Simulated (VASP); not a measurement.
# Rb2CdSe2O6 (R-3m) in VASP: single point with r2SCAN

Aim: the single point of Rb2CdSe2O6 with r2SCAN.

Program: VASP 6.6.1. These are calculated values, not measurements. Logs are shortened: lines on timing, memory, paths and dates and some standing lists are left out, and cuts for length are marked.

### Step 1. The cell of the first run

It takes space group R-3m (No. 166, trigonal). The conventional cell has a = 5.756 Å, b = 5.756 Å, c = 19.719 Å, α = 90.00°, β = 90.00°, γ = 120.00°. Within 3.9 Å of Rb (site symmetry 3m) lie 9 O at 2.97 to 3.12 Å and 4 Se at 3.48 to 3.83 Å and 3 Rb at 3.53 Å and 1 Cd at 3.88 Å. Within 3.1 Å of Cd (site symmetry -3m) lie 6 O at 2.33 Å. Se (site symmetry 3m) has 3 O at 1.70 Å within 2.3 Å. Within 2.4 Å of O (site symmetry m) lie 1 Se at 1.70 Å and 1 Cd at 2.33 Å.

### Step 2. Single point, r2SCAN

The input, POSCAR:

```
Rb2CdSe2O6
1.0
    5.7563499213     -0.0000002874     -0.0000001394
   -2.8781747118      4.9851454086      0.0000000697
   -2.8781747185      1.6617152320      6.5730370477
Rb Cd Se O
2 1 2 6
Direct
    0.8032813901      0.1967186099      0.4098441703
    0.1967186099      0.8032813901      0.5901558297
    0.0000000000      0.0000000000      0.0000000000
    0.6268312797      0.3731687203      0.8804938390
    0.3731687203      0.6268312797      0.1195061610
    0.7449438052      0.2550561948      0.7710565955
    0.7449438052      0.7188310149      0.7710565955
    0.2811689851      0.2550561948      0.7710565955
    0.2550561948      0.7449438052      0.2289434045
    0.7188310149      0.7449438052      0.2289434045
    0.2550561948      0.2811689851      0.2289434045
```

The input, INCAR.step1:

```
SYSTEM = Rb2CdSe2O6
PREC     = Accurate       ! precision mode
ENCUT    = 520            ! plane-wave cutoff, eV
ISMEAR   = -1             ! smearing method
SIGMA    = 0.1            ! smearing width, eV
LREAL    = .FALSE.        ! projectors in reciprocal space
LASPH    = .TRUE.         ! aspherical terms in the spheres
NELM     = 80             ! most SCF steps
NBANDS   = 50             ! bands
GGA      = PE             ! functional
ALGO     = Normal         ! electronic algorithm
EDIFF    = 1E-4           ! SCF threshold, eV
LWAVE    = .TRUE.         ! write WAVECAR
LCHARG   = .FALSE.        ! write CHGCAR
```

The input, INCAR.step2:

```
SYSTEM = Rb2CdSe2O6
PREC     = Accurate       ! precision mode
ENCUT    = 520            ! plane-wave cutoff, eV
EDIFF    = 1E-6           ! SCF threshold, eV
ISMEAR   = -1             ! smearing method
SIGMA    = 0.1            ! smearing width, eV
LREAL    = .FALSE.        ! projectors in reciprocal space
LASPH    = .TRUE.         ! aspherical terms in the spheres
NELM     = 80             ! most SCF steps
ALGO     = Normal         ! electronic algorithm
ISIF     = 2              ! what is computed and relaxed
LWAVE    = .FALSE.        ! write WAVECAR
LCHARG   = .FALSE.        ! write CHGCAR
METAGGA  = R2SCAN         ! meta-GGA
LMIXTAU  = .TRUE.       
NBANDS   = 50             ! bands
ISTART   = 1
```

The input, KPOINTS:

```
regular mesh
0
G
  5 5 5
  0 0 0
```

Potentials or basis: VASP PAW PBE potentials, release 64 (Rb_sv, Cd, Se, O).

Command:

```sh
> cat potpaw_PBE.64/Rb_sv/POTCAR potpaw_PBE.64/Cd/POTCAR potpaw_PBE.64/Se/POTCAR potpaw_PBE.64/O/POTCAR > POTCAR
> cp INCAR.step1 INCAR
> mpirun -np 1 vasp_std > vasp.out
> cp INCAR.step2 INCAR
> mpirun -np 1 vasp_std > vasp.out
```

OUTCAR:

```text
SYSTEM = Rb2CdSe2O6
   PREC = Accurate
   ENCUT = 520
   EDIFF = 1E-6
   ISMEAR = -1
   LREAL = .FALSE.
   LASPH = .TRUE.
   NELM = 80
   ISIF = 2
   METAGGA = R2SCAN
   ISTART = 1

 ion  position               nearest neighbor table
   1  0.803  0.197  0.410-   7 2.97   6 2.97   8 2.97   9 3.12   9 3.12  11 3.12  10 3.12  11 3.12
                            10 3.12   4 3.48   2 3.53   2 3.53   2 3.53   5 3.83   5 3.83   5 3.83
   2  0.197  0.803  0.590-  11 2.97   9 2.97  10 2.97   6 3.12   6 3.12   7 3.12   8 3.12   7 3.12
                             8 3.12   5 3.48   1 3.53   1 3.53   1 3.53   4 3.83   4 3.83   4 3.83
   3  0.000  0.000  0.000-   8 2.33  10 2.33   7 2.33  11 2.33   6 2.33   9 2.33   2 3.88   1 3.88
                             2 4.28   1 4.28   1 4.28   2 4.28   2 4.28   1 4.28
   4  0.627  0.373  0.880-   6 1.70   7 1.70   8 1.70   1 3.48   2 3.83   2 3.83   2 3.83
   5  0.373  0.627  0.120-   9 1.70  11 1.70  10 1.70   2 3.48   1 3.83   1 3.83   1 3.83
   6  0.745  0.255  0.771-   4 1.70   3 2.33   1 2.97   2 3.12   2 3.12
   7  0.745  0.719  0.771-   4 1.70   3 2.33   1 2.97   2 3.12   2 3.12
   8  0.281  0.255  0.771-   4 1.70   3 2.33   1 2.97   2 3.12   2 3.12
   9  0.255  0.745  0.229-   5 1.70   3 2.33   2 2.97   1 3.12   1 3.12
  10  0.719  0.745  0.229-   5 1.70   3 2.33   2 2.97   1 3.12   1 3.12
  11  0.255  0.281  0.229-   5 1.70   3 2.33   2 2.97   1 3.12   1 3.12

  LATTYP: Found a trigonal (rhomboedric) cell.
 ALAT       =     7.3654601521
 COS(alpha) =     0.6946031113

  Lattice vectors:

 A1 = (  -0.0000000067,  -3.3234301766,   6.5730369780)
 A2 = (   2.8781752028,   1.6617149446,   6.5730369083)
 A3 = (  -2.8781747185,   1.6617152320,   6.5730370477)

Analysis of symmetry for initial positions (statically):
=====================================================================
 Subroutine PRICEL returns:
 Original cell was already a primitive cell.

 Routine SETGRP: Setting up the symmetry group for a
 trigonal (rhombohedral) supercell.

 Subroutine GETGRP returns: Found 12 space group operations
 (whereof 12 operations were pure point group operations)
 out of a pool of 12 trial point group operations.

The static configuration has the point symmetry D_3d.

Analysis of symmetry for dynamics (positions and initial velocities):
=====================================================================
 Subroutine PRICEL returns:
 Original cell was already a primitive cell.

 Routine SETGRP: Setting up the symmetry group for a
 trigonal (rhombohedral) supercell.

 Subroutine GETGRP returns: Found 12 space group operations
 (whereof 12 operations were pure point group operations)
 out of a pool of 12 trial point group operations.

The dynamic configuration has the point symmetry D_3d.

 Subroutine INISYM returns: Found 12 space group operations
 (whereof 12 operations are pure point group operations),
 and found     1 'primitive' translations

----------------------------------------------------------------------------------------

                                     Primitive cell

  volume of cell :     188.6215

  direct lattice vectors                    reciprocal lattice vectors
     5.756349921 -0.000000287 -0.000000139     0.173721203  0.100297971  0.050712221
    -2.878174712  4.985145409  0.000000070     0.000000009  0.200595960 -0.050712225
    -2.878174718  1.661715232  6.573037048     0.000000004 -0.000000000  0.152136676

  length of vectors
     5.756349921  5.756349921  7.365460152     0.206906909  0.206906909  0.152136676

  position of ions in fractional coordinates (direct lattice)
     0.803281390  0.196718610  0.409844170
     0.196718610  0.803281390  0.590155830
     0.000000000  0.000000000  0.000000000
     0.626831280  0.373168720  0.880493839
     0.373168720  0.626831280  0.119506161
     0.744943805  0.255056195  0.771056595
     0.744943805  0.718831015  0.771056595
     0.281168985  0.255056195  0.771056595
     0.255056195  0.744943805  0.228943405
     0.718831015  0.744943805  0.228943405
     0.255056195  0.281168985  0.228943405

  ion indices of the primitive-cell ions
   primitive index   ion index
                 1           1
                 2           2
                 3           3
                 4           4
                 5           5
                 6           6
                 7           7
                 8           8
                 9           9
                10          10
                11          11

----------------------------------------------------------------------------------------

 KPOINTS: regular mesh

Automatic generation of k-mesh.
 Grid dimensions read from file:
 generate k-points for:    5    5    5

 Generating k-lattice:

  Cartesian coordinates                     Fractional coordinates (reciprocal lattice)
     0.034744241  0.020059594  0.010142444     0.200000000  0.000000000  0.000000000
     0.000000002  0.040119192 -0.010142445     0.000000000  0.200000000  0.000000000
     0.000000001 -0.000000000  0.030427335     0.000000000 -0.000000000  0.200000000

  Length of vectors
     0.041381382  0.041381382  0.030427335

  Shift w.r.t. Gamma in fractional coordinates (k-lattice)
     0.000000000  0.000000000  0.000000000

 Subroutine IBZKPT returns following result:
 ===========================================

 Found     19 irreducible k-points:

 Following reciprocal coordinates:
            Coordinates               Weight
  0.000000  0.000000  0.000000      1.000000
  0.200000  0.000000 -0.000000      6.000000
  0.400000  0.000000 -0.000000      6.000000
  0.200000  0.200000 -0.000000      6.000000
  0.400000  0.200000 -0.000000     12.000000
 -0.400000  0.200000  0.000000     12.000000
[... 11 lines left out ...]
 -0.000000  0.000000  0.400000      2.000000
  0.200000  0.000000  0.400000      6.000000
   k-points           NKPTS =     19   k-points in BZ     NKDIM =     19   number of bands    NBANDS=     50
   number of dos      NEDOS =    301   number of ions     NIONS =     11
   total plane-waves  NPLWV = 129024
   dimension x,y,z NGX =    48 NGY =   48 NGZ =   56
   dimension x,y,z NGXF=    96 NGYF=   96 NGZF=  112
   ions per type =               2   1   2   6
   NGX,Y,Z   is equivalent  to a cutoff of  13.86, 13.86, 12.64 a.u.
   NGXF,Y,Z  is equivalent  to a cutoff of  27.73, 27.73, 25.28 a.u.
 SYSTEM =  Rb2CdSe2O6
   PREC   = accura    normal or accurate (medium, high low for compatibility)
   ISTART =      1    job   : 0-new  1-cont  2-samecut
   ICHARG =      0    charge: 1-file 2-atom 10-const
   ISPIN  =      1    spin polarized calculation?
   LNONCOLLINEAR =      F non collinear calculations
   LSORBIT =      F    spin-orbit coupling
   LASPH  =      T    aspherical Exc in radial PAW
   ENCUT  =  520.0 eV  38.22 Ry    6.18 a.u.  10.70 10.70 13.69*2*pi/ulx,y,z
   NELM   =     80;   NELMIN=  2; NELMDL=  0     # of ELM steps
   EDIFF  = 0.1E-05   stopping-criterion for ELM
   LREAL  =      F    real-space projection
   EDIFFG = 0.1E-04   stopping-criterion for IOM
   NSW    =      0    number of steps for IOM
   IBRION =     -1    ionic relax: 0-MD 1-quasi-New 2-CG
   NFREE  =      0    steps in history (QN), initial steepest desc. (CG)
   ISIF   =      2    stress and relaxation
   ISYM   =      2    0-nonsym 1-usesym 2-fastsym
   POTIM  = 0.5000    time-step for ionic-motion
   TEBEG  =    0.0;   TEEND  =   0.0 temperature during run
   PSTRESS=    0.0 pullay stress
   NELECT =      78.0000    total number of electrons
   NUPDOWN=      -1.0000    fix difference up-down
   EMIN   =  10.00;   EMAX   =-10.00  energy-range for DOS
   EFERMI =   0.00;   METHOD = LEGACY
   ISMEAR =    -1;   SIGMA  =   0.10  broadening in eV -4-tet -1-fermi 0-gaus
   EFERMI_NEDOS =   21; number of points for ismear=-14 and -15
   IALGO  =     38    algorithm
   IMIX   =      4    mixing-type and parameters
     AMIX     =   0.40;   BMIX     =  1.00
     AMIX_MAG =   1.60;   BMIX_MAG =  1.00
  volume/ion in A,a.u.               =      17.15       115.72
  Fermi-wavevector in a.u.,A,eV,Ry     =   1.219671  2.304844 20.239988  1.487597
  Thomas-Fermi vector in A             =   2.354915
   LORBIT       =      0    0 simple, 1 ext, 2 COOP (PROOUT), +10 PAW based schemes
   METAGGA = R2SCAN    functional components
   LHFCALC =     F    Hartree Fock is set to
   AEXX    =    0.0000 exact exchange contribution
   IVDW    =     0    specifies the selected vdW correction
   LEPSILON=     F    determine dielectric tensor
   LRPA    =     F    only Hartree local field effects (RPA)
 non-spin polarized calculation
  energy-cutoff  :      520.00
  volume of cell :      188.62
 maximum number of plane-waves:      5137
 NGX is ok and might be reduce to    48
   NGX = 21   NGY = 21   NGZ = 27

 number of electron      77.9999995 magnetization

 Free energy of the ion-electron system (eV)
  ---------------------------------------------------
  ext. energy  EPLUGINS =         0.00000000
  ---------------------------------------------------
  free energy    TOTEN  =      -127.95454299 eV

  energy without entropy =     -127.95454299  energy(sigma->0) =     -127.95454299

 E-fermi :   2.5858     XC(G=0):  -9.8827

 val. band max:        0.2018744757   @ k =   0.4000   0.4000  -0.0000
 cond. band min:       4.6557567549   @ k =   0.0000   0.0000   0.0000
 fundamental gap:      4.4538822792
 Fermi energy:         2.5857899696

 k-point     1 :       0.0000    0.0000    0.0000
  band No.  band energies     occupation
      1     -25.1637      2.00000
      2     -24.9941      2.00000
      3     -20.7333      2.00000
      4     -20.5752      2.00000
      5     -18.0082      2.00000
      6     -18.0082      2.00000
[... 42 lines left out ...]
     49      10.0197      0.00000
     50      10.0668      0.00000

 k-point     2 :       0.2000    0.0000   -0.0000
  band No.  band energies     occupation
      1     -25.1487      2.00000
      2     -25.0078      2.00000
      3     -20.7088      2.00000
      4     -20.5769      2.00000
      5     -18.0638      2.00000
      6     -18.0221      2.00000
[... 42 lines left out ...]
     49       9.7660      0.00000
     50       9.9094      0.00000

 k-point     3 :       0.4000    0.0000   -0.0000
  band No.  band energies     occupation
      1     -25.1141      2.00000
      2     -25.0400      2.00000
      3     -20.6571      2.00000
      4     -20.5904      2.00000
      5     -18.1519      2.00000
      6     -18.0479      2.00000
[... 837 lines left out ...]
     49       9.6499      0.00000
     50       9.8574      0.00000

 k-point    19 :       0.2000    0.0000    0.4000
  band No.  band energies     occupation
      1     -25.1474      2.00000
      2     -25.0083      2.00000
      3     -20.7104      2.00000
      4     -20.5800      2.00000
      5     -18.0616      2.00000
      6     -18.0241      2.00000
[... 42 lines left out ...]
     49       9.5420      0.00000
     50       9.6335      0.00000

------------------------ aborting loop because EDIFF is reached ----------------------------------------

  FORCE on cell =-STRESS in cart. coord.  units (eV):
  Direction    XX          YY          ZZ          XY          YZ          ZX
  --------------------------------------------------------------------------------------
  -------------------------------------------------------------------------------------
  Total        1.1203384      1.1203384      0.6207860     -0.0000000      0.0000000     -0.0000000
  in kB        9.5163133      9.5163133      5.2730442     -0.0000000      0.0000000     -0.0000001
  external PRESSURE =       8.1018903 kB  Pullay stress =       0.0000000 kB

 VOLUME and BASIS-vectors are now :
 -----------------------------------------------------------------------------
  energy-cutoff  :      520.00
  volume of cell :      188.62
      direct lattice vectors                 reciprocal lattice vectors
     5.756349921 -0.000000287 -0.000000139     0.173721203  0.100297971  0.050712221
    -2.878174712  4.985145409  0.000000070     0.000000009  0.200595960 -0.050712225
    -2.878174718  1.661715232  6.573037048     0.000000004 -0.000000000  0.152136676

 POSITION                                       TOTAL-FORCE (eV/Angst)
 -----------------------------------------------------------------------------------
      2.87818      1.66171      2.69392         0.000000      0.000000      0.003056
     -2.87817      4.98515      3.87912        -0.000000      0.000000     -0.003056
      0.00000      0.00000      0.00000        -0.000000      0.000000      0.000000
      0.00000      3.32343      5.78752         0.000000     -0.000000      0.295819
      0.00000      3.32343      0.78552        -0.000000      0.000000     -0.295819
      1.33483      2.55277      5.06818         0.140264     -0.080982     -0.125466
      0.00000      4.86475      5.06818         0.000000      0.161963     -0.125466
     -1.33482      2.55277      5.06818        -0.140264     -0.080982     -0.125466
     -1.33482      4.09409      1.50485        -0.140264      0.080982      0.125466
      1.33483      4.09409      1.50485         0.140264      0.080982      0.125466
      0.00000      1.78211      1.50485        -0.000000     -0.161963      0.125466
 -----------------------------------------------------------------------------------
    total drift:                                0.000000     -0.000000     -0.000000

  FREE ENERGIE OF THE ION-ELECTRON SYSTEM (eV)
  ---------------------------------------------------
  free  energy   TOTEN  =      -127.9545429871 eV

  energy  without entropy=     -127.9545429868  energy(sigma->0) =     -127.95454299
```

Wall time 8.4 min (1 thread of Intel Xeon 6975P-C (Granite Rapids), shared host); peak memory 0.47 GiB.

What came out:

```yaml
Free_energy: -127.9545 eV
Pressure: 0.8 GPa
Largest_force: 0.296 eV/Å
Band_gap_on_the_k_mesh: 4.45 eV (least direct gap 4.74 eV)
```

Forces in eV/Å, atoms in the order of the input:
```
Rb   0.000  0.000  0.003
Rb   0.000  0.000 -0.003
Cd   0.000  0.000  0.000
Se   0.000  0.000  0.296
Se   0.000  0.000 -0.296
O    0.140 -0.081 -0.125
O    0.000  0.162 -0.125
O   -0.140 -0.081 -0.125
O   -0.140  0.081  0.125
O    0.140  0.081  0.125
O    0.000 -0.162  0.125
```

Levels at points of the mesh, in eV from the valence-band top:
| k point | band 37 | band 38 | band 39 | band 40 | band 41 | band 42 |
| --- | --- | --- | --- | --- | --- | --- |
| (0.00, 0.00, 0.00) | -0.32 | -0.32 | -0.29 | 4.45 | 5.22 | 5.22 |

Caveat: the PAW data sets were made with another functional, which shifts forces and pressure a little. A k mesh can miss the band edges.
